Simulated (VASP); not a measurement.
# AlAs (r.bs) (F-43m) in VASP: notebook, part 2 of 2

VASP 6.6.1.

### Step 4. Single point, r2SCAN

Input file POSCAR:

```
AlAs
1.0
    0.0000000000      2.8383600294      2.8383600294
    2.8383600294      0.0000000000      2.8383600294
    2.8383600294      2.8383600294      0.0000000000
Al As
1 1
Direct
    0.0000000000      0.0000000000      0.0000000000
    0.2500000000      0.2500000000      0.2500000000
```

Input file INCAR.step1:

```
SYSTEM = AlAs
PREC = Accurate ; ENCUT = 550
ISMEAR = 0 ; SIGMA = 0.02
LREAL = .FALSE. ; LASPH = .TRUE.
NELM = 120 ; NBANDS = 11
GGA = PE ; ALGO = Normal
EDIFF = 1E-5 ; LWAVE = .TRUE.
LCHARG = .FALSE. ; GGA_COMPAT = .FALSE.
```

Input file INCAR.step2:

```
SYSTEM = AlAs
PREC = Accurate ; ENCUT = 550
EDIFF = 1E-6 ; ISMEAR = 0
SIGMA = 0.02 ; LREAL = .FALSE.
LASPH = .TRUE. ; NELM = 120
ALGO = Normal ; ISIF = 2
LWAVE = .FALSE. ; LCHARG = .FALSE.
METAGGA = R2SCAN ; LMIXTAU = .TRUE.
NBANDS = 11 ; ISTART = 1
GGA_COMPAT = .FALSE.
```

Input file KPOINTS:

```
regular mesh
0
G
  8 8 8
  0 0 0
```

Potentials or basis: VASP PAW PBE potentials, release 64 (Al, As).

Run with:

```bash
> cat potpaw_PBE.64/Al/POTCAR potpaw_PBE.64/As/POTCAR > POTCAR
> cp INCAR.step1 INCAR
> mpirun -np 1 vasp_std > vasp.out
> cp INCAR.step2 INCAR
> mpirun -np 1 vasp_std > vasp.out
```

OUTCAR:

```text
SYSTEM = AlAs
   PREC = Accurate
   ENCUT = 550
   EDIFF = 1E-6
   ISMEAR = 0
   LREAL = .FALSE.
   LASPH = .TRUE.
   NELM = 120
   ISIF = 2
   METAGGA = R2SCAN
   ISTART = 1

 ion  position               nearest neighbor table
   1  0.000  0.000  0.000-   2 2.46   2 2.46   2 2.46   2 2.46
   2  0.250  0.250  0.250-   1 2.46   1 2.46   1 2.46   1 2.46

  LATTYP: Found a face centered cubic cell.
 ALAT       =     5.6767200588

  Lattice vectors:

 A1 = (   0.0000000000,   2.8383600294,   2.8383600294)
 A2 = (   2.8383600294,   0.0000000000,   2.8383600294)
 A3 = (   2.8383600294,   2.8383600294,   0.0000000000)

Analysis of symmetry for initial positions (statically):
=====================================================================
 Subroutine PRICEL returns:
 Original cell was already a primitive cell.

 Routine SETGRP: Setting up the symmetry group for a
 face centered cubic supercell.

 Subroutine GETGRP returns: Found 24 space group operations
 (whereof 24 operations were pure point group operations)
 out of a pool of 48 trial point group operations.

The static configuration has the point symmetry T_d .

Analysis of symmetry for dynamics (positions and initial velocities):
=====================================================================
 Subroutine PRICEL returns:
 Original cell was already a primitive cell.

 Routine SETGRP: Setting up the symmetry group for a
 face centered cubic supercell.

 Subroutine GETGRP returns: Found 24 space group operations
 (whereof 24 operations were pure point group operations)
 out of a pool of 48 trial point group operations.

The dynamic configuration has the point symmetry T_d .

 Subroutine INISYM returns: Found 24 space group operations
 (whereof 24 operations are pure point group operations),
 and found     1 'primitive' translations

----------------------------------------------------------------------------------------

                                     Primitive cell

  volume of cell :      45.7333

  direct lattice vectors                    reciprocal lattice vectors
     0.000000000  2.838360029  2.838360029    -0.176158061  0.176158061  0.176158061
     2.838360029  0.000000000  2.838360029     0.176158061 -0.176158061  0.176158061
     2.838360029  2.838360029  0.000000000     0.176158061  0.176158061 -0.176158061

  length of vectors
     4.014047248  4.014047248  4.014047248     0.305114712  0.305114712  0.305114712

  position of ions in fractional coordinates (direct lattice)
     0.000000000  0.000000000  0.000000000
     0.250000000  0.250000000  0.250000000

  ion indices of the primitive-cell ions
   primitive index   ion index
                 1           1
                 2           2

----------------------------------------------------------------------------------------

 KPOINTS: regular mesh

Automatic generation of k-mesh.
 Grid dimensions read from file:
 generate k-points for:    8    8    8

 Generating k-lattice:

  Cartesian coordinates                     Fractional coordinates (reciprocal lattice)
    -0.022019758  0.022019758  0.022019758     0.125000000  0.000000000  0.000000000
     0.022019758 -0.022019758  0.022019758     0.000000000  0.125000000  0.000000000
     0.022019758  0.022019758 -0.022019758     0.000000000  0.000000000  0.125000000

  Length of vectors
     0.038139339  0.038139339  0.038139339

  Shift w.r.t. Gamma in fractional coordinates (k-lattice)
     0.000000000  0.000000000  0.000000000

 Subroutine IBZKPT returns following result:
 ===========================================

 Found     29 irreducible k-points:

 Following reciprocal coordinates:
            Coordinates               Weight
  0.000000  0.000000  0.000000      1.000000
  0.125000  0.000000  0.000000      8.000000
  0.250000  0.000000  0.000000      8.000000
  0.375000  0.000000  0.000000      8.000000
  0.500000  0.000000  0.000000      4.000000
  0.125000  0.125000  0.000000      6.000000
[... 16 lines left out ...]
  0.500000  0.250000  0.125000     48.000000
 -0.375000  0.250000  0.125000     24.000000
 [... further k-points ...]
   k-points           NKPTS =     29   k-points in BZ     NKDIM =     29   number of bands    NBANDS=     11
   number of dos      NEDOS =    301   number of ions     NIONS =      2
   total plane-waves  NPLWV =  32768
   dimension x,y,z NGX =    32 NGY =   32 NGZ =   32
   dimension x,y,z NGXF=    64 NGYF=   64 NGZF=   64
   ions per type =               1   1
   NGX,Y,Z   is equivalent  to a cutoff of  13.25, 13.25, 13.25 a.u.
   NGXF,Y,Z  is equivalent  to a cutoff of  26.51, 26.51, 26.51 a.u.
 SYSTEM =  AlAs
   PREC   = accura    normal or accurate (medium, high low for compatibility)
   ISTART =      1    job   : 0-new  1-cont  2-samecut
   ICHARG =      0    charge: 1-file 2-atom 10-const
   ISPIN  =      1    spin polarized calculation?
   LNONCOLLINEAR =      F non collinear calculations
   LSORBIT =      F    spin-orbit coupling
   LASPH  =      T    aspherical Exc in radial PAW
   ENCUT  =  550.0 eV  40.42 Ry    6.36 a.u.   7.68  7.68  7.68*2*pi/ulx,y,z
   NELM   =    120;   NELMIN=  2; NELMDL=  0     # of ELM steps
   EDIFF  = 0.1E-05   stopping-criterion for ELM
   LREAL  =      F    real-space projection
   EDIFFG = 0.1E-04   stopping-criterion for IOM
   NSW    =      0    number of steps for IOM
   IBRION =     -1    ionic relax: 0-MD 1-quasi-New 2-CG
   NFREE  =      0    steps in history (QN), initial steepest desc. (CG)
   ISIF   =      2    stress and relaxation
   ISYM   =      2    0-nonsym 1-usesym 2-fastsym
   POTIM  = 0.5000    time-step for ionic-motion
   TEBEG  =    0.0;   TEEND  =   0.0 temperature during run
   PSTRESS=    0.0 pullay stress
   NELECT =       8.0000    total number of electrons
   NUPDOWN=      -1.0000    fix difference up-down
   EMIN   =  10.00;   EMAX   =-10.00  energy-range for DOS
   EFERMI =   0.00;   METHOD = LEGACY
   ISMEAR =     0;   SIGMA  =   0.02  broadening in eV -4-tet -1-fermi 0-gaus
   EFERMI_NEDOS =   21; number of points for ismear=-14 and -15
   IALGO  =     38    algorithm
   IMIX   =      4    mixing-type and parameters
     AMIX     =   0.40;   BMIX     =  1.00
     AMIX_MAG =   1.60;   BMIX_MAG =  1.00
  volume/ion in A,a.u.               =      22.87       154.31
  Fermi-wavevector in a.u.,A,eV,Ry     =   0.915575  1.730186 11.405463  0.838278
  Thomas-Fermi vector in A             =   2.040332
   LORBIT       =      0    0 simple, 1 ext, 2 COOP (PROOUT), +10 PAW based schemes
   METAGGA = R2SCAN    functional components
   LHFCALC =     F    Hartree Fock is set to
   AEXX    =    0.0000 exact exchange contribution
   IVDW    =     0    specifies the selected vdW correction
   LEPSILON=     F    determine dielectric tensor
   LRPA    =     F    only Hartree local field effects (RPA)
 non-spin polarized calculation
 Gauss-broadening in eV      SIGMA  =   0.02
  energy-cutoff  :      550.00
  volume of cell :       45.73
 maximum number of plane-waves:      1363
   NGX = 15   NGY = 15   NGZ = 15

 number of electron       8.0000001 magnetization

 Free energy of the ion-electron system (eV)
  ---------------------------------------------------
  ext. energy  EPLUGINS =         0.00000000
  ---------------------------------------------------
  free energy    TOTEN  =       -22.69544160 eV

  energy without entropy =      -22.69544160  energy(sigma->0) =      -22.69544160

 E-fermi :   3.7174     XC(G=0):  -9.4157

 val. band max:        3.5939258258   @ k =   0.0000   0.0000   0.0000
 cond. band min:       5.3985779386   @ k =   0.5000   0.5000   0.0000
 fundamental gap:      1.8046521128
 Fermi energy:         3.7174049756

 k-point     1 :       0.0000    0.0000    0.0000
  band No.  band energies     occupation
      1      -8.6774      2.00000
      2       3.5939      2.00000
      3       3.5939      2.00000
      4       3.5939      2.00000
      5       6.2291      0.00000
      6       8.2889      0.00000
      7       8.2889      0.00000
      8       8.2889      0.00000
      9      13.0984      0.00000
     10      13.0984      0.00000
     11      13.2883      0.00000
[... 309 lines left out ...]
 k-point    24 :      -0.3750    0.2500    0.1250
  band No.  band energies     occupation
      1      -6.9392      2.00000
      2      -1.7410      2.00000
      3       0.8831      2.00000
      4       2.0302      2.00000
      5       7.6889      0.00000
      6       8.2879      0.00000
      7      10.7891      0.00000
      8      11.7781      0.00000
      9      12.5905      0.00000
     10      15.3336      0.00000
     11      16.7002      0.00000

 [... further k-points ...]

------------------------ aborting loop because EDIFF is reached ----------------------------------------

  FORCE on cell =-STRESS in cart. coord.  units (eV):
  Direction    XX          YY          ZZ          XY          YZ          ZX
  --------------------------------------------------------------------------------------
  -------------------------------------------------------------------------------------
  Total        0.0017683      0.0017683      0.0017683      0.0000000      0.0000000     -0.0000000
  in kB        0.0619474      0.0619474      0.0619474      0.0000000      0.0000000     -0.0000000
  external PRESSURE =       0.0619474 kB  Pullay stress =       0.0000000 kB

 VOLUME and BASIS-vectors are now :
 -----------------------------------------------------------------------------
  energy-cutoff  :      550.00
  volume of cell :       45.73
      direct lattice vectors                 reciprocal lattice vectors
     0.000000000  2.838360029  2.838360029    -0.176158061  0.176158061  0.176158061
     2.838360029  0.000000000  2.838360029     0.176158061 -0.176158061  0.176158061
     2.838360029  2.838360029  0.000000000     0.176158061  0.176158061 -0.176158061

 POSITION                                       TOTAL-FORCE (eV/Angst)
 -----------------------------------------------------------------------------------
      0.00000      0.00000      0.00000         0.000000      0.000000     -0.000000
      1.41918      1.41918      1.41918        -0.000000     -0.000000      0.000000
 -----------------------------------------------------------------------------------
    total drift:                                0.000000      0.000000      0.000000

  FREE ENERGIE OF THE ION-ELECTRON SYSTEM (eV)
  ---------------------------------------------------
  free  energy   TOTEN  =       -22.6954415998 eV

  energy  without entropy=      -22.6954415998  energy(sigma->0) =      -22.69544160
```

Run time: 43 s. Hardware: 1 thread of Intel Xeon 6975P-C, shared host; peak memory 0.19 GiB.

Results:

| Property | Result |
| --- | --- |
| Free energy | -22.6954 eV |
| Pressure | 0.0 GPa |
| Band gap on the k mesh | 1.80 eV, indirect (least direct gap 2.64 eV) |

Levels at points of the mesh, in eV from the valence-band top:
```
           k point  band 1  band 2  band 3  band 4  band 5  band 6  band 7  band 8  band 9
(0.00, 0.00, 0.00)  -12.27    0.00    0.00    0.00    2.64    4.70    4.70    4.70    9.50
(0.50, 0.00, 0.00)  -10.80   -5.66   -0.84   -0.84    2.62    5.10    5.10    8.38   12.00
(0.50, 0.50, 0.00)  -10.23   -5.51   -2.22   -2.22    1.80    2.68   11.12   11.12   12.61
```

Caveat: the PAW data sets were made with another functional, which shifts forces and pressure a little. r2SCAN opens gaps a little over a GGA but as a rule still falls short of measured ones.

### Step 5. Relaxation of cell and atoms, r2SCAN

Input file POSCAR:

```
AlAs
1.0
    0.0000000000      2.8400000000      2.8400000000
    2.8400000000      0.0000000000      2.8400000000
    2.8400000000      2.8400000000      0.0000000000
Al As
1 1
Direct
    0.0000000000      0.0000000000      0.0000000000
    0.2500000000      0.2500000000      0.2500000000
```

Input file INCAR.step1:

```
PREC     = Accurate       # precision mode
ENCUT    = 550            # plane-wave cutoff, eV
ISMEAR   = 0              # smearing method
SIGMA    = 0.02           # smearing width, eV
LREAL    = False          # projectors in reciprocal space
LASPH    = True           # aspherical terms in the spheres
NELM     = 120            # most SCF steps
GGA      = PE             # functional
ALGO     = Normal         # electronic algorithm
EDIFF    = 1E-5           # SCF threshold, eV
LWAVE    = True           # write WAVECAR
LCHARG   = False          # write CHGCAR
GGA_COMPAT= False        
IBRION   = 2              # ionic algorithm
ISIF     = 3              # what is computed and relaxed
EDIFFG   = -0.005         # ionic threshold
NELMIN   = 4            
NSW      = 100            # ionic steps
```

Input file INCAR.step2:

```
PREC     = Accurate       # precision mode
ENCUT    = 550            # plane-wave cutoff, eV
EDIFF    = 1E-7           # SCF threshold, eV
ISMEAR   = 0              # smearing method
SIGMA    = 0.02           # smearing width, eV
LREAL    = False          # projectors in reciprocal space
LASPH    = True           # aspherical terms in the spheres
NELM     = 120            # most SCF steps
ALGO     = Normal         # electronic algorithm
ISIF     = 3              # what is computed and relaxed
LWAVE    = False          # write WAVECAR
LCHARG   = False          # write CHGCAR
METAGGA  = R2SCAN         # meta-GGA
LMIXTAU  = True         
IBRION   = 2              # ionic algorithm
NSW      = 100            # ionic steps
EDIFFG   = -0.002         # ionic threshold
ISTART   = 1            
GGA_COMPAT= False        
NELMIN   = 4
```

Input file KPOINTS:

```
regular mesh
0
Gamma
  8 8 8
```

Run with:

```bash
> cat potpaw_PBE.64/Al/POTCAR potpaw_PBE.64/As/POTCAR > POTCAR
> cp INCAR.step1 INCAR
> mpirun -np 1 vasp_std > vasp.out
> cp INCAR.step2 INCAR
> mpirun -np 1 vasp_std > vasp.out
```

Run time: 1.7 min. Hardware: 1 thread of Intel Xeon 6975P-C, shared host; peak memory 0.2 GiB.

It converged, with:

```
Free energy                            : -22.6954 eV
Relaxed volume                         : 22.87 Å³/atom
Relaxed cell                           : a = 4.014 Å, b = 4.014 Å, c = 4.014 Å, α = 60.00°, β = 60.00°, γ = 60.00°
Space group after relaxing (to 0.05 Å) : F-43m (No. 216)
Energy gained by relaxing              : 0.0 meV/atom
Ionic steps                            : 4
Pressure after relaxing                : 0.0 GPa
Band gap on the k mesh                 : 1.80 eV, indirect (least direct gap 2.63 eV)
```

Final structure:
```
CELL_PARAMETERS angstrom
0.00000 2.83847 2.83847
2.83847 0.00000 2.83847
2.83847 2.83847 0.00000
ATOMIC_POSITIONS crystal
Al 0.00000 0.00000 0.00000
As 0.25000 0.25000 0.25000
```

Levels at points of the mesh, in eV from the valence-band top:
```
           k point  band 1  band 2  band 3  band 4  band 5  band 6  band 7  band 8
(0.00, 0.00, 0.00)  -12.27    0.00    0.00    0.00    2.63    4.69    4.69    4.69
(0.50, 0.00, 0.00)  -10.80   -5.66   -0.84   -0.84    2.62    5.10    5.10    8.38
(0.50, 0.50, 0.00)  -10.23   -5.51   -2.22   -2.22    1.80    2.68   11.11   11.11
```

Caveat: the PAW data sets were made with another functional, which shifts forces and pressure a little. r2SCAN opens gaps a little over a GGA but as a rule still falls short of measured ones.

### Step 6. Overview

| task | cell | k mesh | smearing | gap on the mesh (eV) | pressure (GPa) |
| --- | --- | --- | --- | --- | --- |
| single point | a = 4.016 Å, angles 60.0°, 2 atoms | 6 × 6 × 6 | gaussian 0.1 eV | 1.80 | -0.1 |
| single point | a = 4.014 Å, angles 60.0°, 2 atoms | 8 × 8 × 8 | gaussian 0.02 eV | 1.80 | 0.0 |
| relaxation of cell and atoms | relaxed from a = 4.016 Å, angles 60.0°, 2 atoms | 8 × 8 × 8 | gaussian 0.02 eV | 1.80 | 0.0 |

Alike in all rows: level r2SCAN; potentials or basis VASP PAW PBE potentials, release 64 (Al, As); no spin polarisation; cutoff (eV) 550.

Caveats: the PAW data sets were made with another functional, which shifts forces and pressure a little.

Absolute energies hang on the potentials; compare differences alone.
